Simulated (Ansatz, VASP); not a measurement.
## Two plane-wave programs on Co

INCAR

```
PREC = Accurate
ENCUT = 520
EDIFF = 1E-7
ISMEAR = -1
SIGMA = 0.1
LREAL = F
LASPH = T
NELM = 150
ALGO = Normal
ISIF = 2
LWAVE = F
LCHARG = F
ISPIN = 2
MAGMOM = 4.2 4.2
LORBIT = 11
LMAXMIX = 4
GGA = PE
NBANDS = 20
```

Contents of KPOINTS:

```
regular mesh
0
Gamma
  13 13 13
```

POSCAR

```
Co
1.0
    3.5863000000      1.7931500000      1.7931500000
    1.7931500000      3.5863000000      1.7931500000
    1.7931500000      1.7931500000      3.5863000000
Co
2
Direct
    0.0000000000      0.0000000000      0.0000000000
    0.5000000000      0.5000000000      0.5000000000
```

Input for Ansatz:

```yaml
crystal:
  lattice:
    - [3.5863, 1.79315, 1.79315]
    - [1.79315, 3.5863, 1.79315]
    - [1.79315, 1.79315, 3.5863]
  atoms:
    - { symbol: Co, position: [0.0, 0.0, 0.0], spin: 4.2 }
    - { symbol: Co, position: [0.5, 0.5, 0.5], spin: 4.2 }
magnetization:
  spin_polarized: true
hamiltonian:
  xc: pbe
  pseudopotentials: { kind: paw }
basis:
  ecutwfc: 420
kpoints:
  mp_grid: { grid: [13, 13, 13] }
scf:
  occupations: { method: fermi_dirac, width: 0.1 }
  lower_state_search: "off"
output:
  forces: true
  stress: true
```

Change from the starting cell: moments ++ scaled by 1.4, plain SCF.

Alike in both runs: task single point; functional PBE; k mesh 13 × 13 × 13; occupations fermi-dirac, width 0.1 eV; collinear spin.

```csv
,VASP,Ansatz
version,VASP 6.6.1,Ansatz 0.2.0
potentials or method,"VASP PAW PBE potentials, release 64 (Co), cutoff 520 eV","PAW, plane waves, scalar-relativistic"
valence electrons in the cell,18,34
```

```csv
,VASP,Ansatz,Ansatz less VASP
pressure (GPa),-10.6,-10.2,+0.44
"traceless stress, the component that is largest in VASP (GPa)",0.11,0.11,-0.002
net moment per atom (μB),1.67,1.68,+0.011
size of the moment on the site where the two differ most (μB),1.70,1.75,+0.056
```

Site moments also hang on the region over which each program counts them. VASP's potentials hold 18 valence electrons a cell and Ansatz's 34, so a difference there can come from the potentials and not from the codes.
